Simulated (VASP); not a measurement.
# PbS (Cmcm) in VASP: notebook

PbS is run at these levels: PBE, BLYP; tasks: single point.

Program: VASP 6.6.1. These are calculated values, not measurements. Logs are shortened: lines on timing, memory, paths and dates and some standing lists are left out, and cuts for length are marked.

## Step 1: The cell of the first run

Symmetry: Cmcm, No. 63, orthorhombic system. Conventional cell: a = 4.215 Å, b = 12.140 Å, c = 4.336 Å, α = 90.00°, β = 90.00°, γ = 90.00°. Within 3.6 Å of Pb (site symmetry m2m) lie 5 S at 2.72 to 3.03 Å. S (site symmetry m2m) has 5 Pb at 2.72 to 3.03 Å within 3.6 Å.

## Step 2: Single point, PBE

INCAR reads:

```
  ALGO = Normal
  EDIFF = 1E-7
  ENCUT = 520
  GGA = PE
  ISIF = 2
  ISMEAR = -1
  LASPH = True
  LCHARG = False
  LREAL = False
  LWAVE = False
  NBANDS = 28
  NELM = 60
  PREC = Accurate
  SIGMA = 0.05
```

KPOINTS reads:

```
k-points
0
Gamma
  7 7 6
```

POSCAR reads:

```
PbS
1.0
    2.1073236324     -6.0701387599      0.0000000000
    2.1073236324      6.0701387599      0.0000000000
    0.0000000000      0.0000000000      4.3356342523
Pb S
2 2
Direct
    0.1305633500      0.8694366500      0.2500000000
    0.8694366500      0.1305633500      0.7500000000
    0.3547970900      0.6452029100      0.2500000000
    0.6452029100      0.3547970900      0.7500000000
```

Potentials or basis: VASP PAW PBE potentials, release 64 (Pb_d, S).

On the command line:

```bash
$ cat potpaw_PBE.64/Pb_d/POTCAR potpaw_PBE.64/S/POTCAR > POTCAR
$ mpirun -np 1 vasp_std > vasp.out
```

OUTCAR:

```text
EDIFF = 1E-7
   ENCUT = 520
   GGA = PE
   ISIF = 2
   ISMEAR = -1
   LASPH = True
   LREAL = False
   NELM = 60
   PREC = Accurate

 ion  position               nearest neighbor table
   1  0.131  0.869  0.250-   3 2.72   4 3.03   4 3.03   4 3.03   4 3.03   2 3.84   2 3.84
   2  0.869  0.131  0.750-   4 2.72   3 3.03   3 3.03   3 3.03   3 3.03   1 3.84   1 3.84
   3  0.355  0.645  0.250-   1 2.72   2 3.03   2 3.03   2 3.03   2 3.03
   4  0.645  0.355  0.750-   2 2.72   1 3.03   1 3.03   1 3.03   1 3.03

  LATTYP: Found a base centered orthorhombic cell.
 ALAT       =     4.2146472648
 B/A-ratio  =     2.8804966957
 C/A-ratio  =     1.0287063139

  Lattice vectors:

 A1 = (   2.1073236324,  -6.0701387599,   0.0000000000)
 A2 = (   2.1073236324,   6.0701387599,   0.0000000000)
 A3 = (   0.0000000000,   0.0000000000,   4.3356342523)

Analysis of symmetry for initial positions (statically):
=====================================================================
 Subroutine PRICEL returns:
 Original cell was already a primitive cell.

 Routine SETGRP: Setting up the symmetry group for a
 base centered orthorhombic supercell.

 Subroutine GETGRP returns: Found  8 space group operations
 (whereof  4 operations were pure point group operations)
 out of a pool of  8 trial point group operations.

The static configuration has the point symmetry C_2h.
 The point group associated with its full space group is D_2h.

Analysis of symmetry for dynamics (positions and initial velocities):
=====================================================================
 Subroutine PRICEL returns:
 Original cell was already a primitive cell.

 Routine SETGRP: Setting up the symmetry group for a
 base centered orthorhombic supercell.

 Subroutine GETGRP returns: Found  8 space group operations
 (whereof  4 operations were pure point group operations)
 out of a pool of  8 trial point group operations.

The dynamic configuration has the point symmetry C_2h.
 The point group associated with its full space group is D_2h.

 Subroutine INISYM returns: Found  8 space group operations
 (whereof  4 operations are pure point group operations),
 and found     1 'primitive' translations

----------------------------------------------------------------------------------------

                                     Primitive cell

[... 91 lines left out ...]
   LASPH  =      T    aspherical Exc in radial PAW
   ENCUT  =  520.0 eV  38.22 Ry    6.18 a.u.  11.95 11.95  8.06*2*pi/ulx,y,z
   NELM   =     60;   NELMIN=  2; NELMDL= -5     # of ELM steps
   EDIFF  = 0.1E-06   stopping-criterion for ELM
   LREAL  =      F    real-space projection
   EDIFFG = 0.1E-05   stopping-criterion for IOM
   NSW    =      0    number of steps for IOM
   IBRION =     -1    ionic relax: 0-MD 1-quasi-New 2-CG
   NFREE  =      0    steps in history (QN), initial steepest desc. (CG)
   ISIF   =      2    stress and relaxation
   ISYM   =      2    0-nonsym 1-usesym 2-fastsym
   POTIM  = 0.5000    time-step for ionic-motion
   TEBEG  =    0.0;   TEEND  =   0.0 temperature during run
   PSTRESS=    0.0 pullay stress
   NELECT =      40.0000    total number of electrons
   NUPDOWN=      -1.0000    fix difference up-down
   EMIN   =  10.00;   EMAX   =-10.00  energy-range for DOS
   EFERMI =   0.00;   METHOD = LEGACY
   ISMEAR =    -1;   SIGMA  =   0.05  broadening in eV -4-tet -1-fermi 0-gaus
   EFERMI_NEDOS =   21; number of points for ismear=-14 and -15
   IALGO  =     38    algorithm
   IMIX   =      4    mixing-type and parameters
     AMIX     =   0.40;   BMIX     =  1.00
     AMIX_MAG =   1.60;   BMIX_MAG =  1.00
  volume/ion in A,a.u.               =      27.73       187.13
  Fermi-wavevector in a.u.,A,eV,Ry     =   1.165263  2.202028 18.474509  1.357838
  Thomas-Fermi vector in A             =   2.301791
   LORBIT       =      0    0 simple, 1 ext, 2 COOP (PROOUT), +10 PAW based schemes
   GGA     = PE    functional components
   LHFCALC =     F    Hartree Fock is set to
   AEXX    =    0.0000 exact exchange contribution
   IVDW    =     0    specifies the selected vdW correction
   LEPSILON=     F    determine dielectric tensor
   LRPA    =     F    only Hartree local field effects (RPA)
 non-spin polarized calculation
  energy-cutoff  :      520.00
  volume of cell :      110.92
 maximum number of plane-waves:      3012
   NGX = 23   NGY = 23   NGZ = 17

 number of electron      40.0000004 magnetization

 Free energy of the ion-electron system (eV)
  ---------------------------------------------------
  ext. energy  EPLUGINS =         0.00000000
  ---------------------------------------------------
  free energy    TOTEN  =       -17.37755168 eV

  energy without entropy =      -17.37755157  energy(sigma->0) =      -17.37755162

 E-fermi :   5.0953     XC(G=0):  -9.3963

 val. band max:        4.3980733027   @ k =   0.2857   0.1429   0.0000
 cond. band min:       5.7202832280   @ k =   0.4286   0.4286   0.0000
 fundamental gap:      1.3222099253
 Fermi energy:         5.0952563776

 k-point     1 :       0.0000    0.0000    0.0000
  band No.  band energies     occupation
      1     -11.8626      2.00000
      2     -11.7920      2.00000
      3     -11.7867      2.00000
      4     -11.7810      2.00000
      5     -11.7485      2.00000
      6     -11.7473      2.00000
[... 733 lines left out ...]
     27      11.9179      0.00000
     28      12.7086      0.00000

 [... further k-points ...]

------------------------ aborting loop because EDIFF is reached ----------------------------------------

  FORCE on cell =-STRESS in cart. coord.  units (eV):
  Direction    XX          YY          ZZ          XY          YZ          ZX
  --------------------------------------------------------------------------------------
  -------------------------------------------------------------------------------------
  Total       -0.7763448     -0.4717406     -0.8088844      0.0000000      0.0000000      0.0000000
  in kB      -11.2137979     -6.8139880    -11.6838121      0.0000000      0.0000000      0.0000000
  external PRESSURE =      -9.9038660 kB  Pullay stress =       0.0000000 kB

 VOLUME and BASIS-vectors are now :
 -----------------------------------------------------------------------------
  energy-cutoff  :      520.00
  volume of cell :      110.92
      direct lattice vectors                 reciprocal lattice vectors
     2.107323632 -6.070138760  0.000000000     0.237267780 -0.082370440  0.000000000
     2.107323632  6.070138760  0.000000000     0.237267780  0.082370440  0.000000000
     0.000000000  0.000000000  4.335634252     0.000000000  0.000000000  0.230646762

 POSITION                                       TOTAL-FORCE (eV/Angst)
 -----------------------------------------------------------------------------------
      2.10732      4.48506      1.08391         0.000000     -0.160290     -0.000000
      2.10732     -4.48506      3.25173         0.000000      0.160290      0.000000
      2.10732      1.76280      1.08391         0.000000      0.039043     -0.000000
      2.10732     -1.76280      3.25173         0.000000     -0.039043     -0.000000
 -----------------------------------------------------------------------------------
    total drift:                               -0.000000     -0.000000      0.000000

  FREE ENERGIE OF THE ION-ELECTRON SYSTEM (eV)
  ---------------------------------------------------
  free  energy   TOTEN  =       -17.3775516752 eV

  energy  without entropy=      -17.3775515668  energy(sigma->0) =      -17.37755162
```

OSZICAR:

```text
N       E                     dE             d eps       ncg     rms          rms(c)
DAV:   1     0.419278266930E+03    0.41928E+03   -0.18934E+04  3584   0.152E+03
DAV:   2     0.300075358512E+02   -0.38927E+03   -0.37723E+03  3604   0.400E+02
DAV:   3    -0.161674201356E+02   -0.46175E+02   -0.45112E+02  4644   0.154E+02
DAV:   4    -0.183832949278E+02   -0.22159E+01   -0.22055E+01  4240   0.354E+01
DAV:   5    -0.184755732186E+02   -0.92278E-01   -0.92263E-01  4720   0.753E+00    0.620E+00
DAV:   6    -0.173610936633E+02    0.11145E+01   -0.28176E+00  4964   0.106E+01    0.399E+00
DAV:   7    -0.173746289687E+02   -0.13535E-01   -0.47142E-01  3996   0.285E+00    0.272E+00
DAV:   8    -0.173853504718E+02   -0.10722E-01   -0.89628E-02  5056   0.235E+00    0.123E+00
DAV:   9    -0.173770773930E+02    0.82731E-02   -0.26832E-02  5024   0.124E+00    0.201E-01
DAV:  10    -0.173774899185E+02   -0.41253E-03   -0.20891E-03  3952   0.205E-01    0.540E-02
DAV:  11    -0.173775543135E+02   -0.64395E-04   -0.12097E-04  4928   0.753E-02    0.237E-02
DAV:  12    -0.173775544968E+02   -0.18336E-06   -0.28935E-05  5128   0.274E-02    0.229E-02
DAV:  13    -0.173775527678E+02    0.17290E-05   -0.50305E-06  4636   0.159E-02    0.143E-02
DAV:  14    -0.173775521017E+02    0.66613E-06   -0.10540E-06  3936   0.657E-03    0.359E-03
DAV:  15    -0.173775518013E+02    0.30038E-06   -0.19960E-07  2488   0.313E-03    0.153E-03
DAV:  16    -0.173775516700E+02    0.13124E-06   -0.13842E-07  2288   0.216E-03    0.427E-04
DAV:  17    -0.173775516752E+02   -0.52050E-08   -0.23797E-08  2120   0.161E-03
   1 F= -.17377552E+02 E0= -.17377552E+02  d E =-.108442E-06
```

stdout:

```text
POSCAR found type information on POSCAR PbS
 POSCAR found :  2 types and       4 ions
 scaLAPACK will be used
 LDA part: xc-table for (Slater+PW92), standard interpolation
 POSCAR, INCAR and KPOINTS ok, starting setup
 FFT: planning ... GRIDC
 FFT: planning ... GRID_SOFT
 FFT: planning ... GRID
 WAVECAR not read
 entering main loop
```

It took 6.7 min on 1 thread of AMD EPYC 7R43 (Zen 3), shared host; peak memory 0.3 GiB.

What came out:

| Property | Result |
| --- | --- |
| Free energy | -17.3776 eV |
| Pressure | -1.0 GPa |
| Largest force | 0.160 eV/Å |
| Band gap on the k mesh | 1.32 eV, indirect (least direct gap 1.42 eV) |

Forces on the atoms (eV/Å):
```
Pb   0.000 -0.160  0.000
Pb   0.000  0.160  0.000
S    0.000  0.039  0.000
S    0.000 -0.039  0.000
```

Stress tensor (GPa, compression positive):
```
-1.12  0.00  0.00
 0.00 -0.68  0.00
 0.00  0.00 -1.17
```

Caveat: spin-orbit coupling is left out, which moves the levels of the heavy elements. A k mesh can miss the band edges.

## Step 3: Single point, PBE

This run uses another cell than the first one, of 28.26 Å³/atom, 1.019 times its volume.

INCAR reads:

```
ALGO     = Normal         # electronic algorithm
EDIFF    = 1E-6           # SCF threshold, eV
ENCUT    = 520            # plane-wave cutoff, eV
GGA      = PE             # functional
ISIF     = 2              # what is computed and relaxed
ISMEAR   = -1             # smearing method
LASPH    = True           # aspherical terms in the spheres
LCHARG   = True           # write CHGCAR
LELF     = True           # ELF
LREAL    = False          # projectors in reciprocal space
LVHAR    = True         
LWAVE    = False          # write WAVECAR
NBANDS   = 28             # bands
NELM     = 60             # most SCF steps
PREC     = Accurate       # precision mode
SIGMA    = 0.05           # smearing width, eV
```

KPOINTS is that of step 2.

POSCAR reads:

```
PbS
1.0
    2.1207464379     -6.1088031065      0.0000000000
    2.1207464379      6.1088031065      0.0000000000
    0.0000000000      0.0000000000      4.3632505017
Pb S
2 2
Direct
    0.1305633500      0.8694366500      0.2500000000
    0.8694366500      0.1305633500      0.7500000000
    0.3547970900      0.6452029100      0.2500000000
    0.6452029100      0.3547970900      0.7500000000
```

Potentials or basis: VASP PAW PBE potentials, release 64 (Pb_d, S).

On the command line:

```bash
$ cat potpaw_PBE.64/Pb_d/POTCAR potpaw_PBE.64/S/POTCAR > POTCAR
$ mpirun -np 1 vasp_std > vasp.out
```

Wall time 5.4 min (1 thread of AMD EPYC 7R43 (Zen 3), shared host); peak memory 0.31 GiB.

It converged, with:

* Free energy: -17.3595 eV
* Pressure: -1.8 GPa
* Largest force: 0.264 eV/Å
* Band gap on the k mesh: 1.34 eV, indirect (least direct gap 1.42 eV)

Forces in eV/Å, atoms in the order of the input:
```
Pb   0.000 -0.264  0.000
Pb   0.000  0.264  0.000
S    0.000  0.103  0.000
S    0.000 -0.103  0.000
```

Stress tensor (GPa, compression positive):
```
-1.98  0.00  0.00
 0.00 -1.52  0.00
 0.00  0.00 -2.01
```

Levels at points of the mesh, in eV from the valence-band top:
```tsv
k point	band 17	band 18	band 19	band 20	band 21	band 22	band 23	band 24
(0.00, 0.00, 0.00)	-2.03	-1.35	-1.19	-0.33	4.59	4.82	4.93	5.43
(0.00, 0.00, 0.50)	-0.86	-0.86	-0.04	-0.04	1.93	1.93	2.90	2.90
```

Caveat: spin-orbit coupling is left out, which moves the levels of the heavy elements.

## Step 4: Single point, BLYP

This run uses another cell than the first one, of 46.67 Å³/atom, 1.683 times its volume.

INCAR reads:

```
AGGAC = 1.0
AGGAX = 1.0
ALDAC = 0.0
ALDAX = 1.0
ALGO = Normal
EDIFF = 1E-7
ENCUT = 520
GGA = B5
ISIF = 2
ISMEAR = -1
LASPH = T
LCHARG = F
LREAL = F
LWAVE = F
NBANDS = 28
NELM = 100
PREC = Accurate
SIGMA = 0.05
```

KPOINTS is that of step 3.

POSCAR reads:

```
PbS
1.0
    2.1727489296     -9.8856986928      0.0000000000
    2.1727489296      9.8856986928      0.0000000000
    0.0000000000      0.0000000000      4.3457718474
Pb S
2 2
Direct
    0.1781623611      0.8218376389      0.2500000000
    0.8218376389      0.1781623611      0.7500000000
    0.3161694071      0.6838305929      0.2500000000
    0.6838305929      0.3161694071      0.7500000000
```

On the command line:

```bash
$ cat potpaw_PBE.64/Pb_d/POTCAR potpaw_PBE.64/S/POTCAR > POTCAR
$ mpirun -np 1 vasp_std > vasp.out
```

It took 19 min on 1 thread of AMD EPYC 7R43 (Zen 3), shared host; peak memory 0.58 GiB.

The run converged. Its results:

```
Free energy            : -15.4308 eV
Pressure               : 0.0 GPa
Largest force          : 0.017 eV/Å
Band gap on the k mesh : 1.72 eV, indirect (the least direct gap lies 2.9 meV higher)
```

Forces in eV/Å, atoms in the order of the input:
```
Pb   0.000  0.017  0.000
Pb   0.000 -0.017  0.000
S    0.000 -0.004  0.000
S    0.000  0.004  0.000
```

Levels at points of the mesh, in eV from the valence-band top:
```
           k point  band 17  band 18  band 19  band 20  band 21  band 22  band 23  band 24
(0.00, 0.00, 0.00)    -2.18    -1.19    -1.19    -0.28     2.31     3.79     4.91     4.92
(0.00, 0.00, 0.50)    -0.88    -0.88    -0.17    -0.17     1.89     1.89     2.90     2.90
```

Caveat: the PAW data sets were made with another functional, which shifts forces and pressure a little; spin-orbit coupling is left out, which moves the levels of the heavy elements. A k mesh can miss the band edges.

## Step 5: Overview

| level | cell | gap on the mesh (eV) | pressure (GPa) | largest force (eV/Å) |
| --- | --- | --- | --- | --- |
| PBE | a = 6.426, b = 6.426, c = 4.336 Å, angles 90.0, 90.0, 141.7°, 4 atoms | 1.32 | -1.0 | 0.16 |
| PBE | a = 6.466, b = 6.466, c = 4.363 Å, angles 90.0, 90.0, 141.7°, 4 atoms | 1.34 | -1.8 | 0.26 |
| BLYP | a = 10.122, b = 10.122, c = 4.346 Å, angles 90.0, 90.0, 155.2°, 4 atoms | 1.72 | 0.0 | 0.02 |

Alike in all rows: task single point; potentials or basis VASP PAW PBE potentials, release 64 (Pb_d, S); no spin polarisation; k mesh 7 × 7 × 6; cutoff (eV) 520; smearing fermi-dirac 0.05 eV.

Caveats: spin-orbit coupling is left out, which moves the levels of the heavy elements; the PAW data sets were made with another functional, which shifts forces and pressure a little (some runs).

Total energies depend on the potentials used, so only differences within one code and one set of settings carry meaning.
